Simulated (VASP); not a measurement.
Here is a VASP 6.6.1 calculation.

The input INCAR:

```
SYSTEM = HRh6
ALGO = Fast
DIPOL = 0.5 0.5 0.309
EDIFF = 1E-6
ENCUT = 520
GGA = PE
IDIPOL = 3
ISIF = 2
ISMEAR = 0
LASPH = .TRUE.
LCHARG = .FALSE.
LDIPOL = .TRUE.
LREAL = .FALSE.
LWAVE = .FALSE.
NBANDS = 104
NELM = 60
PREC = Accurate
SIGMA = 0.1
```

File KPOINTS:

```
k-points
0
G
  6 6 1
  0 0 0
```

Contents of POSCAR:

```
HRh6
1.0
    5.4165863251      0.0000000000      0.0000000000
   -2.7082931626      4.6909013593      0.0000000000
    0.0000000000      0.0000000000     22.2966119230
Rh H
12 2
Direct
    0.3333333333      0.1666666667      0.1793994538
    0.3333333333      0.6666666667      0.1793994538
    0.8333333333      0.1666666667      0.1793994538
    0.8333333333      0.6666666667      0.1793994538
    0.1666666667      0.3333333333      0.2757769167
    0.1666666667      0.8333333333      0.2757769167
    0.6666666667      0.3333333333      0.2757769167
    0.6666666667      0.8333333333      0.2757769167
    0.0000000000      0.0000000000      0.3721019118
    0.0000000000      0.5000000000      0.3721019118
    0.5000000000      0.0000000000      0.3721019118
    0.5000000000      0.5000000000      0.3721019118
    0.2010222061      0.4020444122      0.5066515021
    0.2989777939      0.5979555878      0.5066515021
```

Potentials or basis: VASP PAW PBE potentials, release 64 (Rh_pv, H).

Run with:

```sh
$ cat potpaw_PBE.64/Rh_pv/POTCAR potpaw_PBE.64/H/POTCAR > POTCAR
$ mpirun -np 1 vasp_std > vasp.out
```

Question: Predict the band gap on the k mesh.

Answer: Zero (bands 91 and 92 overlap by 0.75 eV).

Question: Estimate the largest force.

Answer: 3.444 eV/Å.

Forces on the atoms (eV/Å):
```
Rh   0.015  0.008 -0.008
Rh   0.000 -0.003 -0.004
Rh  -0.015  0.008 -0.008
Rh   0.000 -0.012 -0.002
Rh   0.000 -0.016 -0.044
Rh  -0.001  0.012 -0.013
Rh   0.000 -0.005  0.001
Rh   0.001  0.012 -0.013
Rh   0.000 -0.025 -0.016
Rh  -0.012  0.010  0.020
Rh   0.000  0.004  0.001
Rh   0.012  0.010  0.020
H    0.000  3.442  0.035
H    0.000 -3.444  0.034
```
